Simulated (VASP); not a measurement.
Wanted: the native input for a VASP 6.6.1 run.

```yaml
Task: electric field gradients
Functional: LDA
Potentials_or_basis: VASP PAW LDA potentials, release 64 (Pb_d, O)
Cutoff: 520 eV
k_mesh: 7 × 7 × 6
Occupations: fermi-dirac, width 0.03 eV
Spin: no spin polarisation
Dipole_correction: no
Further_INCAR_settings: ALGO = Normal; EDIFF = 1e-08; NBANDS = 28
```

The structure of PbO lies in POSCAR:

```
PbO
1.0
    3.9611075930      0.0000000000      0.0000000000
    0.0000000000      3.9611075930      0.0000000000
    0.0000000000      0.0000000000      5.0052038879
Pb O
2 2
Direct
    0.0000000000      0.5000000000      0.2351000000
    0.5000000000      0.0000000000      0.7649000000
    0.0000000000      0.0000000000      0.0000000000
    0.5000000000      0.5000000000      0.0000000000
```

This cell differs from its parent crystal: volume scaled by 0.99.

These files were run (other wordings do the same):

INCAR

```
PREC     = Accurate       # precision mode
ENCUT    = 520            # plane-wave cutoff, eV
EDIFF    = 1E-8           # SCF threshold, eV
ISMEAR   = -1             # smearing method
SIGMA    = 0.03           # smearing width, eV
LREAL    = F              # projectors in reciprocal space
LASPH    = T              # aspherical terms in the spheres
NELM     = 60             # most SCF steps
ALGO     = Normal         # electronic algorithm
ISIF     = 2              # what is computed and relaxed
LWAVE    = F              # write WAVECAR
LCHARG   = F              # write CHGCAR
GGA      = CA             # functional
LEFG     = T            
NBANDS   = 28             # bands
```

KPOINTS

```
regular mesh
0
Gamma
  7 7 6
```

Potentials or basis: VASP PAW LDA potentials, release 64 (Pb_d, O).

Command:

```sh
$ cat potpaw_LDA.64/Pb_d/POTCAR potpaw_LDA.64/O/POTCAR > POTCAR
$ mpirun -np 1 vasp_std > vasp.out
```

It gave:

- Pressure: -0.8 GPa
- Largest force: 0.044 eV/Å
- Band gap on the k mesh: 1.43 eV, indirect (least direct gap 2.23 eV)

Caveat: without QUAD_EFG the Cq values of the log hold for a quadrupole moment of 1 mb, not for the nuclei; spin-orbit coupling is left out, which moves the levels of the heavy elements.

It took 2.3 min on 1 thread of AMD EPYC 7R43 64-Core Processor (Zen 3), on a shared host, peak memory 0.16 GiB.
